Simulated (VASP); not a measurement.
# Mg (P6_3/mmc) in VASP: a series of runs, part 2 of 2

VASP 6.6.1.

## 4. Relaxation of cell and atoms, r2SCAN, target pressure 18.6 GPa, at which the enthalpy is minimised

POSCAR reads:

```
Mg
1.0
    2.8963655037      0.0000000000      0.0000000000
   -1.4481827518      2.5083261048      0.0000000000
    0.0000000000      0.0000000000      4.7136383529
Mg
2
Direct
    0.3333333333      0.6666666667      0.2500000000
    0.6666666667      0.3333333333      0.7500000000
```

INCAR.step1 reads:

```
SYSTEM = Mg
PREC = Accurate
ENCUT = 600
ISMEAR = 0
SIGMA = 0.1
LREAL = .FALSE.
LASPH = .TRUE.
NELM = 100
GGA = PE
ALGO = Normal
EDIFF = 1E-4
LWAVE = .TRUE.
LCHARG = .FALSE.
```

INCAR.step2 reads:

```
SYSTEM = Mg
PREC = Accurate
ENCUT = 600
EDIFF = 1E-6
ISMEAR = 0
SIGMA = 0.1
LREAL = .FALSE.
LASPH = .TRUE.
NELM = 100
ALGO = Normal
ISIF = 3
LWAVE = .FALSE.
LCHARG = .FALSE.
METAGGA = R2SCAN
LMIXTAU = .TRUE.
IBRION = 2
NSW = 80
EDIFFG = -0.05
PSTRESS = 186.0
ISTART = 1
```

KPOINTS reads:

```
Automatic mesh
0
G
  9 9 4
  0 0 0
```

Potentials or basis: VASP PAW PBE potentials, release 64 (Mg).

Command:

```bash
> cat potpaw_PBE.64/Mg/POTCAR > POTCAR
> cp INCAR.step1 INCAR
> mpirun -np 1 vasp_std > vasp.out
> cp INCAR.step2 INCAR
> mpirun -np 1 vasp_std > vasp.out
```

OUTCAR:

```text
SYSTEM = Mg
   PREC = Accurate
   ENCUT = 600
   EDIFF = 1E-6
   ISMEAR = 0
   LREAL = .FALSE.
   LASPH = .TRUE.
   NELM = 100
   ISIF = 3
   METAGGA = R2SCAN
   IBRION = 2
   NSW = 80
   EDIFFG = -0.05
   PSTRESS = 186.0
   ISTART = 1

 ion  position               nearest neighbor table
   1  0.333  0.667  0.250-   2 2.89   2 2.89   2 2.89   2 2.89   2 2.89   2 2.89
   2  0.667  0.333  0.750-   1 2.89   1 2.89   1 2.89   1 2.89   1 2.89   1 2.89

  LATTYP: Found a hexagonal cell.
 ALAT       =     2.8963655037
 C/A-ratio  =     1.6274321548

  Lattice vectors:

 A1 = (   2.8963655037,   0.0000000000,   0.0000000000)
 A2 = (  -1.4481827518,   2.5083261048,   0.0000000000)
 A3 = (   0.0000000000,   0.0000000000,   4.7136383529)

Analysis of symmetry for initial positions (statically):
=====================================================================
 Subroutine PRICEL returns:
 Original cell was already a primitive cell.

 Routine SETGRP: Setting up the symmetry group for a
 hexagonal supercell.

 Subroutine GETGRP returns: Found 24 space group operations
 (whereof 12 operations were pure point group operations)
 out of a pool of 24 trial point group operations.

The static configuration has the point symmetry D_3d.
 The point group associated with its full space group is D_6h.

Analysis of symmetry for dynamics (positions and initial velocities):
=====================================================================
 Subroutine PRICEL returns:
 Original cell was already a primitive cell.

 Routine SETGRP: Setting up the symmetry group for a
 hexagonal supercell.

 Subroutine GETGRP returns: Found 24 space group operations
 (whereof 12 operations were pure point group operations)
 out of a pool of 24 trial point group operations.

The dynamic configuration has the point symmetry D_3d.
 The point group associated with its full space group is D_6h.

 Subroutine INISYM returns: Found 24 space group operations
 (whereof 12 operations are pure point group operations),
 and found     1 'primitive' translations

----------------------------------------------------------------------------------------

                                     Primitive cell

  volume of cell :      34.2447

  direct lattice vectors                    reciprocal lattice vectors
     2.896365504  0.000000000  0.000000000     0.345260292  0.199336123  0.000000000
    -1.448182752  2.508326105  0.000000000     0.000000000  0.398672245  0.000000000
     0.000000000  0.000000000  4.713638353     0.000000000  0.000000000  0.212150344

  length of vectors
     2.896365504  2.896365504  4.713638353     0.398672245  0.398672245  0.212150344

  position of ions in fractional coordinates (direct lattice)
     0.333333333  0.666666667  0.250000000
     0.666666667  0.333333333  0.750000000

  ion indices of the primitive-cell ions
   primitive index   ion index
                 1           1
                 2           2

----------------------------------------------------------------------------------------

 KPOINTS: Automatic mesh

Automatic generation of k-mesh.
 Grid dimensions read from file:
[... 24 lines left out ...]
  0.222222 -0.000000  0.000000      6.000000
  0.333333 -0.000000  0.000000      6.000000
  0.444444 -0.000000  0.000000      6.000000
  0.111111  0.111111  0.000000      6.000000
[... 16 lines left out ...]
  0.333333  0.222222  0.250000     24.000000
  0.333333  0.333333  0.250000      4.000000
 [... further k-points ...]
   k-points           NKPTS =     36   k-points in BZ     NKDIM =     36   number of bands    NBANDS=      6
   number of dos      NEDOS =    301   number of ions     NIONS =      2
   total plane-waves  NPLWV =  23040
   dimension x,y,z NGX =    24 NGY =   24 NGZ =   40
   dimension x,y,z NGXF=    48 NGYF=   48 NGZF=   80
   ions per type =               2
   NGX,Y,Z   is equivalent  to a cutoff of  13.78, 13.78, 14.11 a.u.
   NGXF,Y,Z  is equivalent  to a cutoff of  27.55, 27.55, 28.22 a.u.
 SYSTEM =  Mg
   PREC   = accura    normal or accurate (medium, high low for compatibility)
   ISTART =      1    job   : 0-new  1-cont  2-samecut
   ICHARG =      0    charge: 1-file 2-atom 10-const
   ISPIN  =      1    spin polarized calculation?
   LNONCOLLINEAR =      F non collinear calculations
   LSORBIT =      F    spin-orbit coupling
   LASPH  =      T    aspherical Exc in radial PAW
   ENCUT  =  600.0 eV  44.10 Ry    6.64 a.u.   5.78  5.78  9.41*2*pi/ulx,y,z
   NELM   =    100;   NELMIN=  2; NELMDL=  0     # of ELM steps
   EDIFF  = 0.1E-05   stopping-criterion for ELM
   LREAL  =      F    real-space projection
   EDIFFG = -.5E-01   stopping-criterion for IOM
   NSW    =     80    number of steps for IOM
   IBRION =      2    ionic relax: 0-MD 1-quasi-New 2-CG
   NFREE  =      1    steps in history (QN), initial steepest desc. (CG)
   ISIF   =      3    stress and relaxation
   ISYM   =      2    0-nonsym 1-usesym 2-fastsym
   POTIM  = 0.5000    time-step for ionic-motion
   TEBEG  =    0.0;   TEEND  =   0.0 temperature during run
   PSTRESS=  186.0 pullay stress
   NELECT =       4.0000    total number of electrons
   NUPDOWN=      -1.0000    fix difference up-down
   EMIN   =  10.00;   EMAX   =-10.00  energy-range for DOS
   EFERMI =   0.00;   METHOD = LEGACY
   ISMEAR =     0;   SIGMA  =   0.10  broadening in eV -4-tet -1-fermi 0-gaus
   EFERMI_NEDOS =   21; number of points for ismear=-14 and -15
   IALGO  =     38    algorithm
   IMIX   =      4    mixing-type and parameters
     AMIX     =   0.40;   BMIX     =  1.00
     AMIX_MAG =   1.60;   BMIX_MAG =  1.00
  volume/ion in A,a.u.               =      17.12       115.55
  Fermi-wavevector in a.u.,A,eV,Ry     =   0.800258  1.512269  8.713357  0.640414
  Thomas-Fermi vector in A             =   1.907520
   LORBIT       =      0    0 simple, 1 ext, 2 COOP (PROOUT), +10 PAW based schemes
   METAGGA = R2SCAN    functional components
   LHFCALC =     F    Hartree Fock is set to
   AEXX    =    0.0000 exact exchange contribution
   IVDW    =     0    specifies the selected vdW correction
   LEPSILON=     F    determine dielectric tensor
   LRPA    =     F    only Hartree local field effects (RPA)
 conjugate gradient relaxation of ions
 non-spin polarized calculation
 Gauss-broadening in eV      SIGMA  =   0.10
  energy-cutoff  :      600.00
  volume of cell :       34.24
 maximum number of plane-waves:      1182
 NGX is ok and might be reduce to    24
   NGX = 11   NGY = 11   NGZ = 19

 number of electron       4.0000000 magnetization

 Free energy of the ion-electron system (eV)
  ---------------------------------------------------
  ext. energy  EPLUGINS =         0.00000000
  ---------------------------------------------------
  free energy    TOTEN  =        -7.80245192 eV

  energy without entropy =       -7.79924814  energy(sigma->0) =       -7.80085003

 E-fermi :   4.2553     XC(G=0): -10.0489

 val. band max:        4.2524519446   @ k =   0.2222  -0.0000   0.0000
 cond. band min:       4.2564697794   @ k =   0.4444   0.1111   0.5000
 fundamental gap:      0.0040178348
 Fermi energy:         4.2552515995

 k-point     1 :       0.0000    0.0000    0.0000
  band No.  band energies     occupation
      1      -4.4176      2.00000
      2       1.9429      2.00000
      3       3.1508      2.00000
      4      17.9473      0.00000
      5      17.9473      0.00000
      6      18.7857      0.00000
[... 199 lines left out ...]
 k-point    24 :       0.3333    0.3333    0.2500
  band No.  band energies     occupation
      1       3.6051      2.00000
      2       4.0575      1.99483
      3       4.0575      1.99483
      4       6.8762      0.00000
      5       8.1711      0.00000
      6       8.1711      0.00000

 [... further k-points ...]

------------------------ aborting loop because EDIFF is reached ----------------------------------------

  FORCE on cell =-STRESS in cart. coord.  units (eV):
  Direction    XX          YY          ZZ          XY          YZ          ZX
  --------------------------------------------------------------------------------------
  -------------------------------------------------------------------------------------
  Total        3.9425605      3.9425605      3.9131149      0.0000000      0.0000000      0.0000000
  in kB      184.4570798    184.4570798    183.0794337      0.0000000      0.0000000      0.0000000
  external PRESSURE =      -2.0021356 kB  Pullay stress =     186.0000000 kB

 VOLUME and BASIS-vectors are now :
 -----------------------------------------------------------------------------
  energy-cutoff  :      600.00
  volume of cell :       34.24
      direct lattice vectors                 reciprocal lattice vectors
     2.896365504  0.000000000  0.000000000     0.345260292  0.199336123  0.000000000
    -1.448182752  2.508326105  0.000000000     0.000000000  0.398672245  0.000000000
     0.000000000  0.000000000  4.713638353     0.000000000  0.000000000  0.212150344

 POSITION                                       TOTAL-FORCE (eV/Angst)
 -----------------------------------------------------------------------------------
     -0.00000      1.67222      1.17841        -0.000000      0.000000      0.000000
      1.44818      0.83611      3.53523         0.000000     -0.000000      0.000000
 -----------------------------------------------------------------------------------
    total drift:                                0.000000     -0.000000      0.000000

  FREE ENERGIE OF THE ION-ELECTRON SYSTEM (eV)
  ---------------------------------------------------
  free  energy   TOTEN  =        -7.8024519228 eV

  energy  without entropy=       -7.7992481379  energy(sigma->0) =       -7.80085003

  enthalpy is  TOTEN    =        -3.8269132274 eV   P V=        3.9755386954

 reached required accuracy - stopping structural energy minimisation
```

It took 36 s on 1 thread of Oxide Virtual Turin-like, shared host; peak memory 0.13 GiB.

Results:

```yaml
Free_energy: -7.8025 eV
Pressure_after_relaxing: 18.4 GPa
Band_gap_on_the_k_mesh: zero (bands 2 and 3 overlap by 2.15 eV)
```

Final structure:
```xyz
2
Lattice="2.8964 0.0000 0.0000 -1.4482 2.5083 0.0000 0.0000 0.0000 4.7136" Properties=species:S:1:pos:R:3 pbc="T T T"
Mg    0.0000    1.6722    1.1784
Mg    1.4482    0.8361    3.5352
```

Caveat: the cell is relaxed towards a set pressure, so the run minimises the enthalpy, not the energy; the PAW data sets were made with another functional, which shifts forces and pressure a little.
